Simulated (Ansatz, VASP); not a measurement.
**Two plane-wave programs on Pt**

INCAR

```
PREC = Accurate ; ENCUT = 520
EDIFF = 1E-7 ; ISMEAR = -1
SIGMA = 0.1 ; LREAL = F
LASPH = T ; NELM = 80
ALGO = Normal ; ISIF = 2
LWAVE = F ; LCHARG = T
GGA = PE ; LELF = T
LVHAR = T ; NBANDS = 17
```

File KPOINTS:

```
Automatic mesh
0
Gamma
  14 14 10
```

POSCAR

```
Pt
1.0
   -2.1927918837      2.5572589070      1.3750518497
    2.5572589070     -2.1927918837      1.3750518497
    2.6683806852      2.6683806852     -0.7075298291
Pt
2
Direct
    0.0160877053      0.9839122947      0.0000000000
    0.7339122947      0.2660877053      0.5000000000
```

Input for Ansatz:

```yaml
crystal:
  lattice:
    - [-2.1927918837, 2.557258907, 1.3750518497]
    - [2.557258907, -2.1927918837, 1.3750518497]
    - [2.6683806852, 2.6683806852, -0.7075298291]
  atoms:
    - { symbol: Pt, position: [0.0160877053, 0.9839122947, 0.0] }
    - { symbol: Pt, position: [0.7339122947, 0.2660877053, 0.5] }
hamiltonian:
  xc: pbe
  pseudopotentials:
    kind: paw
    azcp:
      Pt: "pseudopotentials/Pt.paw.azcp"
basis:
  ecutwfc: 420
  fft_grid_basis: typed
kpoints:
  mp_grid: { grid: [14, 14, 10], shift: [0, 0, 0] }
magnetization:
  spin_polarized: false
scf:
  occupations: { method: fermi_dirac, width: 0.1 }
  lower_state_search: "off"
output:
  stress: true
```

Alike in both runs: task single point; functional PBE; k mesh 14 × 14 × 10; occupations fermi-dirac, width 0.1 eV; no spin polarisation.

|  | VASP | Ansatz |
| --- | --- | --- |
| version | VASP 6.6.1 | Ansatz 0.2.0 |
| potentials or method | VASP PAW PBE potentials, release 64 (Pt), cutoff 520 eV | plane waves (420 eV) with PAW, scalar-relativistic |
| valence electrons in the cell | 20 | 36 |

|  | VASP | Ansatz | Ansatz less VASP |
| --- | --- | --- | --- |
| pressure (GPa) | -14.1 | -13.8 | +0.34 |
| traceless stress, the component that is largest in VASP (GPa) | -1.25 | -1.22 | +0.025 |

VASP's potentials hold 20 valence electrons a cell and Ansatz's 36, so a difference there can come from the potentials and not from the codes.

Spin-orbit coupling is off throughout.
